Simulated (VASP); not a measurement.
PbO:

```
Pb O
1.0
     3.21483    0.00000    0.00000
     0.00000    3.21483    0.00000
     0.00000    0.00000    3.21483
Pb O
1 1
Direct
  0.00000 0.00000 0.00000
  0.50000 0.50000 0.50000
```

* Program: VASP 6.6.1
* Task: relaxation of cell and atoms
* Functional: PBEsol
* Potentials or basis: VASP PAW PBE potentials, release 64 (Pb_d, O)
* Cutoff: 600 eV
* k mesh: 8 × 8 × 8
* Occupations: fermi-dirac, width 0.02 eV
* Spin: no spin polarisation

At the start: pressure -5.1 GPa; volume 16.61 Å³/atom.

**Question.** How do energy, volume and symmetry change on relaxing?

**Answer.** Over 3 steps the energy falls by 14.4 meV/atom and the volume is 15.75 Å³/atom (-5.2 %); space group Pm-3m (No. 221, to 0.05 Å).

Step by step:
| step | energy change (eV) | largest force (eV/Å) | pressure (GPa) | volume (Å³) |
| --- | --- | --- | --- | --- |
| 1 | 0.0000 | 0.0000 | -5.10 | 33.23 |
| 2 | -0.0225 | 0.0000 | 2.78 | 30.75 |
| 3 | -0.0289 | 0.0000 | 0.00 | 31.50 |

Final structure:
```cif
data_structure
_symmetry_space_group_name_H-M 'P 1'
_symmetry_Int_Tables_number 1
_cell_length_a 3.1582
_cell_length_b 3.1582
_cell_length_c 3.1582
_cell_angle_alpha 90.000
_cell_angle_beta 90.000
_cell_angle_gamma 90.000
_cell_volume 31.50
loop_
_atom_site_label
_atom_site_type_symbol
_atom_site_fract_x
_atom_site_fract_y
_atom_site_fract_z
_atom_site_occupancy
Pb1 Pb 0.00000 0.00000 0.00000 1
O1 O 0.50000 0.50000 0.50000 1
```

Caveat: the PAW data sets were made with another functional, which shifts forces and pressure a little.
